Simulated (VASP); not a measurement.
Wanted: the native input for a VASP 6.6.1 run.

```yaml
Task: relaxation of cell and atoms
Functional: B3LYP
Potentials_or_basis: VASP PAW PBE potentials, release 64 (As)
Cutoff: 600 eV
k_mesh: 5 × 5 × 5
Occupations: fermi-dirac, width 0.05 eV
Spin: no spin polarisation
Dipole_correction: no
Grid_for_exact_exchange_PRECFOCK: Normal
Further_INCAR_settings: ALGO = Normal; EDIFF = 1e-07; IBRION = 2; EDIFFG = -0.01; NSW = 60; ISIF = 3
Share_of_exact_exchange: 0.2
```

As:

```
CELL_PARAMETERS angstrom
2.70368 0.00000 0.00000
0.00000 2.70368 0.00000
0.00000 0.00000 2.70368
ATOMIC_POSITIONS crystal
As 0.50000 0.50000 0.50000
```

This isn't the form of As at room conditions, which is rhombohedral.

The input as run:

POSCAR

```
As
1.0
    2.7036817444      0.0000000000      0.0000000000
    0.0000000000      2.7036817444      0.0000000000
    0.0000000000      0.0000000000      2.7036817444
As
1
Direct
    0.5000000000      0.5000000000      0.5000000000
```

INCAR.step1

```
PREC = Accurate
ENCUT = 600
EDIFF = 1E-5
ISMEAR = -1
SIGMA = 0.05
LREAL = False
LASPH = True
NELM = 100
ALGO = Normal
LWAVE = True
LCHARG = False
GGA = PE
NBANDS = 8
```

INCAR.step2

```
PREC = Accurate
ENCUT = 600
EDIFF = 1E-7
ISMEAR = -1
SIGMA = 0.05
LREAL = False
LASPH = True
NELM = 100
ALGO = Normal
ISIF = 3
LWAVE = False
LCHARG = False
GGA = B3
LHFCALC = True
AEXX = 0.2
AGGAX = 0.72
AGGAC = 0.81
ALDAC = 0.19
PRECFOCK = Normal
IBRION = 2
NSW = 60
EDIFFG = -0.01
ISTART = 1
```

KPOINTS

```
Automatic mesh
0
Gamma
  5 5 5
```

Potentials or basis: VASP PAW PBE potentials, release 64 (As).

Command:

```sh
$ cat potpaw_PBE.64/As/POTCAR > POTCAR
$ cp INCAR.step1 INCAR
$ mpirun -np 1 vasp_std > vasp.out
$ cp INCAR.step2 INCAR
$ mpirun -np 1 vasp_std > vasp.out
```

Results of the run:

```json
{
 "Relaxed volume": "21.11 Å³/atom",
 "Relaxed cell": "a = 2.764 Å, b = 2.764 Å, c = 2.764 Å, α = 90.00°, β = 90.00°, γ = 90.00°",
 "Space group after relaxing (to 0.1 Å)": "Pm-3m (No. 221)",
 "Energy gained by relaxing": "22.4 meV/atom",
 "Ionic steps": "4",
 "Pressure after relaxing": "0.0 GPa",
 "Band gap on the k mesh": "zero (an odd number of electrons rules out a gap without spin polarisation)"
}
```

Caveat: the k points lie up to 0.45 Å⁻¹ apart in the final cell, too coarse for converged energies and pressures of a metal; the PAW data sets were made with another functional, which shifts forces and pressure a little.

It took 13 min on 1 thread of Intel(R) Xeon(R) 6975P-C (Granite Rapids) (shared host), peak memory 0.15 GiB.
